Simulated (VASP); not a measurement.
Crystal: CuI.

```xyz
2
Lattice="0.0000 3.0315 3.0315 3.0315 0.0000 3.0315 3.0315 3.0315 0.0000" Properties=species:S:1:pos:R:3 pbc="T T T"
I     0.0000    0.0000    0.0000
Cu    4.5473    4.5473    4.5473
```

- Program: VASP 6.6.1
- Task: relaxation of cell and atoms
- Functional: HF
- Potentials or basis: VASP PAW PBE potentials, release 64 (I, Cu)
- Cutoff: 600 eV
- k mesh: 4 × 4 × 4
- Occupations: fermi-dirac, width 0.05 eV
- Spin: no spin polarisation

At the start: pressure 8.3 GPa; volume 27.86 Å³/atom.

**Question.** Where does the relaxation end?

**Answer.** Over 4 steps the energy falls by 157.7 meV/atom and the volume is 35.59 Å³/atom (+27.8 %); space group F-43m (No. 216, to 0.1 Å) before and after.

Step by step:
```tsv
step	energy change (eV)	largest force (eV/Å)	pressure (GPa)	volume (Å³)
1	0.0000	0.0000	8.28	55.72
2	-0.3071	0.0000	0.88	68.16
3	-0.3147	0.0000	-0.23	72.03
4	-0.3153	0.0000	-0.01	71.18
```

Final structure:
```
CELL_PARAMETERS angstrom
0.00000 3.28940 3.28940
3.28940 0.00000 3.28940
3.28940 3.28940 0.00000
ATOMIC_POSITIONS crystal
I 0.00000 0.00000 0.00000
Cu 0.75000 0.75000 0.75000
```

Caveat: the k points lie up to 0.41 Å⁻¹ apart in the final cell; the volume moved by over 15 % at a fixed basis, so the end points are rough; the PAW data sets were made with another functional, which shifts forces and pressure a little.
